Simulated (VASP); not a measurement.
# Nb in VASP: further runs, part 2 of 2

VASP 6.6.1.

## (4) Single point, PBE+D3(BJ), non-collinear spin, zero start, spin-orbit coupling (20.06 Å³/atom)

Contents of INCAR:

```
SYSTEM = Nb
PREC     = Accurate       ! precision mode
ENCUT    = 520            ! plane-wave cutoff, eV
EDIFF    = 1E-6           ! SCF threshold, eV
ISMEAR   = 1              ! smearing method
SIGMA    = 0.01           ! smearing width, eV
LREAL    = .FALSE.        ! projectors in reciprocal space
LASPH    = .TRUE.         ! aspherical terms in the spheres
NELM     = 150            ! most SCF steps
ALGO     = Normal         ! electronic algorithm
ISIF     = 2              ! what is computed and relaxed
LWAVE    = .FALSE.        ! write WAVECAR
LCHARG   = .FALSE.        ! write CHGCAR
MAGMOM   = 0 0 0          ! initial moments
LORBIT   = 11             ! projections on sites
LSORBIT  = .TRUE.         ! spin-orbit coupling
GGA_COMPAT= .FALSE.      
LORBMOM  = .TRUE.       
LMAXMIX  = 4              ! l up to which the mixer works
GGA      = PE             ! functional
IVDW     = 12             ! dispersion correction
NBANDS   = 24             ! bands
```

Contents of KPOINTS:

```
Automatic mesh
0
G
  8 8 8
  0 0 0
```

Contents of POSCAR:

```
Nb
1.0
    0.0000000000      2.1564811194      2.1564811194
    2.1564811194      0.0000000000      2.1564811194
    2.1564811194      2.1564811194      0.0000000000
Nb
1
Direct
    0.0000000000      0.0000000000      0.0000000000
```

Potentials or basis: VASP PAW PBE potentials, release 64 (Nb_sv).

Launch:

```sh
cat potpaw_PBE.64/Nb_sv/POTCAR > POTCAR
mpirun -np 1 vasp_ncl > vasp.out
```

OUTCAR:

```text
SYSTEM = Nb
   PREC = Accurate
   ENCUT = 520
   EDIFF = 1E-6
   ISMEAR = 1
   LREAL = .FALSE.
   LASPH = .TRUE.
   NELM = 150
   ISIF = 2
   LORBIT = 11
   LSORBIT = .TRUE.
   GGA = PE
   IVDW = 12
 IVDW          = 12

 ion  position               nearest neighbor table
   1  0.000  0.000  0.000-

  LATTYP: Found a face centered cubic cell.
 ALAT       =     4.3129622388

  Lattice vectors:

 A1 = (   0.0000000000,   2.1564811194,   2.1564811194)
 A2 = (   2.1564811194,   0.0000000000,   2.1564811194)
 A3 = (   2.1564811194,   2.1564811194,   0.0000000000)

Analysis of symmetry for initial positions (statically):
=====================================================================
 Subroutine PRICEL returns:
 Original cell was already a primitive cell.

 Routine SETGRP: Setting up the symmetry group for a
 face centered cubic supercell.

 Subroutine GETGRP returns: Found 48 space group operations
 (whereof 48 operations were pure point group operations)
 out of a pool of 48 trial point group operations.

The static configuration has the point symmetry O_h .

Analysis of symmetry for dynamics (positions and initial velocities):
=====================================================================
 Subroutine PRICEL returns:
 Original cell was already a primitive cell.

 Routine SETGRP: Setting up the symmetry group for a
 face centered cubic supercell.

 Subroutine GETGRP returns: Found 48 space group operations
 (whereof 48 operations were pure point group operations)
 out of a pool of 48 trial point group operations.

The dynamic configuration has the point symmetry O_h .

Analysis of structural, dynamic, and magnetic symmetry:
=====================================================================
 Subroutine PRICEL returns:
 Original cell was already a primitive cell.

 Routine SETGRP: Setting up the symmetry group for a
 face centered cubic supercell.

 Subroutine GETGRP returns: Found 48 space group operations
 (whereof 48 operations were pure point group operations)
 out of a pool of 48 trial point group operations.

The overall configuration has the point symmetry O_h .

 Subroutine INISYM returns: Found 48 space group operations
 (whereof 48 operations are pure point group operations),
 and found     1 'primitive' translations

----------------------------------------------------------------------------------------

                                     Primitive cell

  volume of cell :      20.0570

  direct lattice vectors                    reciprocal lattice vectors
     0.000000000  2.156481119  2.156481119    -0.231859206  0.231859206  0.231859206
     2.156481119  0.000000000  2.156481119     0.231859206 -0.231859206  0.231859206
     2.156481119  2.156481119  0.000000000     0.231859206  0.231859206 -0.231859206

  length of vectors
     3.049724846  3.049724846  3.049724846     0.401591925  0.401591925  0.401591925

  position of ions in fractional coordinates (direct lattice)
     0.000000000  0.000000000  0.000000000

  ion indices of the primitive-cell ions
   primitive index   ion index
                 1           1

----------------------------------------------------------------------------------------

 KPOINTS: Automatic mesh

Automatic generation of k-mesh.
 Grid dimensions read from file:
[... 95 lines left out ...]
   LRPA    =     F    only Hartree local field effects (RPA)
 Methfessel and Paxton  Order N= 1 SIGMA  =   0.01
  energy-cutoff  :      520.00
  volume of cell :       20.06
 maximum number of plane-waves:      1120
   NGX = 11   NGY = 11   NGZ = 11

 number of electron      12.9999999 magnetization      -0.0000000      0.0000000      0.0000000

 number of electron      12.9999999 magnetization      -0.0000000     -0.0000000     -0.0000000

 number of electron      12.9999999 magnetization       0.0000000      0.0000000      0.0000000

 Free energy of the ion-electron system (eV)
  ---------------------------------------------------
  ext. energy  EPLUGINS =         0.00000000
  ---------------------------------------------------
  free energy    TOTEN  =        -9.92746629 eV

  energy without entropy =       -9.92742672  energy(sigma->0) =       -9.92745310

 E-fermi :  10.1344     XC(G=0): -11.9544

 val. band max:       10.1189154758   @ k =   0.5000   0.0000   0.0000
 cond. band min:      10.1396044943   @ k =  -0.2500   0.1250   0.0000
 fundamental gap:      0.0206890185
 Fermi energy:        10.1344361259

 k-point     1 :       0.0000    0.0000    0.0000
  band No.  band energies     occupation
      1     -44.7881      1.00000
      2     -44.7881      1.00000
      3     -21.7180      1.00000
      4     -21.7180      1.00000
      5     -19.5894      1.00000
      6     -19.5894      1.00000
[... 637 lines left out ...]
     23      23.7083      0.00000
     24      23.7083      0.00000

 [... further k-points ...]

------------------------ aborting loop because EDIFF is reached ----------------------------------------

 Edisp (eV)   -0.65841

 E8    (eV) :    -0.3194

  FORCE on cell =-STRESS in cart. coord.  units (eV):
  Direction    XX          YY          ZZ          XY          YZ          ZX
  --------------------------------------------------------------------------------------
  -------------------------------------------------------------------------------------
  Total      -1.97780    -1.97780    -1.97780    -0.00000    -0.00000     0.00000
  in kB    -157.98899  -157.98899  -157.98899    -0.00000    -0.00000     0.00000
  external pressure =     -157.99 kB  Pullay stress =        0.00 kB

 VOLUME and BASIS-vectors are now :
 -----------------------------------------------------------------------------
  energy-cutoff  :      520.00
  volume of cell :       20.06
      direct lattice vectors                 reciprocal lattice vectors
     0.000000000  2.156481119  2.156481119    -0.231859206  0.231859206  0.231859206
     2.156481119  0.000000000  2.156481119     0.231859206 -0.231859206  0.231859206
     2.156481119  2.156481119  0.000000000     0.231859206  0.231859206 -0.231859206

 POSITION                                       TOTAL-FORCE (eV/Angst)
 -----------------------------------------------------------------------------------
      0.00000      0.00000      0.00000        -0.000000     -0.000000     -0.000000
 -----------------------------------------------------------------------------------
    total drift:                               -0.000000      0.000000      0.000000

  FREE ENERGIE OF THE ION-ELECTRON SYSTEM (eV)
  ---------------------------------------------------
  free  energy   TOTEN  =       -10.5858767635 eV

  energy  without entropy=      -10.5858371869  energy(sigma->0) =      -10.58586357

 orbital moment (x)

 # of ion     p       d       tot
 ----------------------------------------
  1         0.000   0.000   0.000
 ----------------------------------------
            0.000   0.000   0.000

 orbital moment (y)

 # of ion     p       d       tot
 ----------------------------------------
  1         0.000  -0.000  -0.000
 ----------------------------------------
            0.000  -0.000  -0.000

 orbital moment (z)

 # of ion     p       d       tot
 ----------------------------------------
  1         0.000   0.000   0.000
 ----------------------------------------
            0.000   0.000   0.000

 Spin-Orbit-Coupling matrix elements

 Ion:    1  E_soc:     -0.1775644
 l=   1
     0.0000000    -0.0267619    -0.0267619
    -0.0267619     0.0000000    -0.0267619
    -0.0267619    -0.0267619     0.0000000
 l=   2
     0.0000000    -0.0006970     0.0000000    -0.0006970    -0.0021351
    -0.0006970     0.0000000    -0.0016014    -0.0006970    -0.0005338
     0.0000000    -0.0016014     0.0000000    -0.0016014     0.0000000
    -0.0006970    -0.0006970    -0.0016014     0.0000000    -0.0005338
    -0.0021351    -0.0005338     0.0000000    -0.0005338     0.0000000
 l=   3
     0.0000000     0.0000000     0.0000000     0.0000000     0.0000000     0.0000000     0.0000000
     0.0000000     0.0000000     0.0000000     0.0000000     0.0000000     0.0000000     0.0000000
     0.0000000     0.0000000     0.0000000     0.0000000     0.0000000     0.0000000     0.0000000
     0.0000000     0.0000000     0.0000000     0.0000000     0.0000000     0.0000000     0.0000000
     0.0000000     0.0000000     0.0000000     0.0000000     0.0000000     0.0000000     0.0000000
     0.0000000     0.0000000     0.0000000     0.0000000     0.0000000     0.0000000     0.0000000
     0.0000000     0.0000000     0.0000000     0.0000000     0.0000000     0.0000000     0.0000000

 total charge

# of ion       s       p       d       tot
------------------------------------------
    1        2.210   5.994   2.360  10.564

 magnetization (x)

# of ion       s       p       d       tot
------------------------------------------
    1        0.000   0.000   0.000   0.000

 magnetization (y)

# of ion       s       p       d       tot
------------------------------------------
    1        0.000   0.000   0.000   0.000

 magnetization (z)

# of ion       s       p       d       tot
------------------------------------------
    1        0.000  -0.000   0.000   0.000
```

It took 38 s on 1 thread of Intel Xeon 8259CL, shared host; peak memory 0.21 GiB.

What came out:

```
Free energy                                           : -10.5859 eV
Pressure                                              : -15.8 GPa
Net moment                                            : 0.00 μB per cell
Valence electrons inside the program's atomic spheres : Nb 10.56
Dispersion energy per atom                            : -0.658 eV
```

Moments on the atoms (μB; x, y, z):
```
Nb  0.00 0.00 0.00
```

Caveat: the cell stands under tension.

## (5) Single point, RPBE (the cell strained at random)

Contents of INCAR:

```
PREC = Accurate
ENCUT = 520
EDIFF = 1E-6
ISMEAR = -1
SIGMA = 0.025
LREAL = F
LASPH = T
NELM = 60
ALGO = Normal
ISIF = 2
LWAVE = F
LCHARG = F
GGA = RP
NBANDS = 12
```

Contents of KPOINTS:

```
regular mesh
0
Gamma
  8 8 8
```

Contents of POSCAR:

```
Nb
1.0
    0.0344640000      2.1032460000      2.1544330000
    2.1110590000      0.0203530000      2.1685440000
    2.1113850000      2.1176830000      0.0200270000
Nb
1
Direct
    0.0130700000      0.0069910000     -0.0116560000
```

Launch:

```sh
cat potpaw_PBE.64/Nb_sv/POTCAR > POTCAR
mpirun -np 1 vasp_std > vasp.out
```

Wall time 50 s (1 thread of Intel Xeon 8259CL, shared host); peak memory 0.18 GiB.

The run converged. Its results:

```yaml
Free_energy: -9.3867 eV
Pressure: 0.4 GPa
Band_gap_on_the_k_mesh: zero (an odd number of electrons rules out a gap without spin polarisation)
```

Stress tensor (GPa, compression positive):
```
-2.02  0.22  0.93
 0.22 -0.77  0.12
 0.93  0.12  3.94
```

Levels at points of the mesh, in eV from the Fermi level:
```tsv
k point	band 3	band 4	band 5	band 6	band 7	band 8	band 9	band 10
(0.00, 0.00, 0.00)	-30.22	-30.19	-6.21	-0.14	0.11	0.36	2.47	2.88
(0.50, 0.00, 0.00)	-30.42	-30.38	-3.81	-0.24	0.01	1.45	4.49	4.79
(0.00, 0.50, 0.00)	-30.39	-30.36	-3.80	-0.19	0.04	1.33	4.41	4.78
(0.50, 0.50, 0.00)	-30.63	-30.56	-4.01	-3.25	3.22	4.61	5.12	5.16
(0.00, 0.00, 0.50)	-30.42	-30.33	-3.81	-0.38	0.25	1.32	4.55	4.67
(0.50, 0.00, 0.50)	-30.69	-30.61	-4.01	-3.29	3.65	4.56	4.99	5.32
(0.00, 0.50, 0.50)	-30.68	-30.63	-4.01	-3.30	3.70	4.54	5.02	5.30
(0.50, 0.50, 0.50)	-30.37	-30.31	-3.81	-0.23	0.21	1.15	4.49	4.62
```

Caveat: the cell differs from its parent crystal (the cell strained at random); the PAW data sets were made with another functional, which shifts forces and pressure a little.

## (6) The runs side by side

| level | spin | cell | k mesh | smearing | grid for exact exchange (PRECFOCK) | share of exact exchange | screening parameter | gap on the mesh (eV) | pressure (GPa) | moment (μB) |
| --- | --- | --- | --- | --- | --- | --- | --- | --- | --- | --- |
| HSE06 | off | a = 3.050 Å, angles 60.0°, 1 atom | 6 × 6 × 6 | fermi-dirac 0.05 eV | Normal | 0.25 | 0.2079 1/Å | none | -12.0 | - |
| PBE+D3(BJ) | non-collinear, zero start, SOC | a = 3.030 Å, angles 60.0°, 1 atom | 8 × 8 × 8 | methfessel-paxton 0.01 eV | - | - | - | - | -13.4 | 0.00 |
| PBE+D3(BJ) | non-collinear, zero start, SOC | a = 3.050 Å, angles 60.0°, 1 atom | 8 × 8 × 8 | methfessel-paxton 0.01 eV | - | - | - | - | -15.8 | 0.00 |
| RPBE | off | a = 3.011, b = 3.026, c = 2.990 Å, angles 59.9, 59.5, 58.3°, 1 atom | 8 × 8 × 8 | fermi-dirac 0.025 eV | - | - | - | none | 0.4 | - |

Alike in all rows: task single point; potentials or basis VASP PAW PBE potentials, release 64 (Nb_sv); cutoff (eV) 520.

Caveats: some runs use coarse meshes; the PAW data sets were made with another functional, which shifts forces and pressure a little (at least some runs); the cell stands under tension (at least some runs).

Total energies depend on the potentials used, so only differences within one code and one set of settings carry meaning.
